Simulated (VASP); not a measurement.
AlIn2N3, 12 atoms in the cell. The structure is orthorhombic, space group Cmc2_1 (No. 36). The conventional cell has a = 10.340 Å, b = 5.951 Å, c = 5.385 Å, α = 90.00°, β = 90.00°, γ = 90.00°. Al (site symmetry m) has 4 N at 1.91 Å within 2.5 Å. In (site symmetry 1) has 4 N at 2.17 to 2.18 Å within 2.9 Å. N (site symmetry 1) has 1 Al at 1.91 Å and 3 In at 2.17 to 2.18 Å within 2.5 Å. Within 2.5 Å of N (site symmetry m) lie 2 Al at 1.91 Å and 2 In at 2.17 Å. 

```yaml
Program: VASP 6.6.1
Task: single point
Functional: PBEsol
Potentials_or_basis: VASP PAW PBE potentials, release 64 (Al, In_d, N)
Cutoff: 600 eV
k_mesh: 6 × 6 × 6
Occupations: gaussian, width 0.02 eV
Spin: no spin polarisation
Dipole_correction: no
Further_INCAR_settings: ALGO = Normal; EDIFF = 1e-06; NBANDS = 56
```

Potentials or basis: VASP PAW PBE potentials, release 64 (Al, In_d, N).

Launch:

```bash
$ cat potpaw_PBE.64/Al/POTCAR potpaw_PBE.64/In_d/POTCAR potpaw_PBE.64/N/POTCAR > POTCAR
$ mpirun -np 1 vasp_std > vasp.out
```

Hardware: 1 thread of Intel Xeon 8259CL, with other jobs on the host.

Task: Estimate the wall time of this run.

Result: Wall time 18 min on 1 thread of Intel Xeon 8259CL, on a shared host, peak memory 0.62 GiB. Counts: scf iterations 15, k points 52.
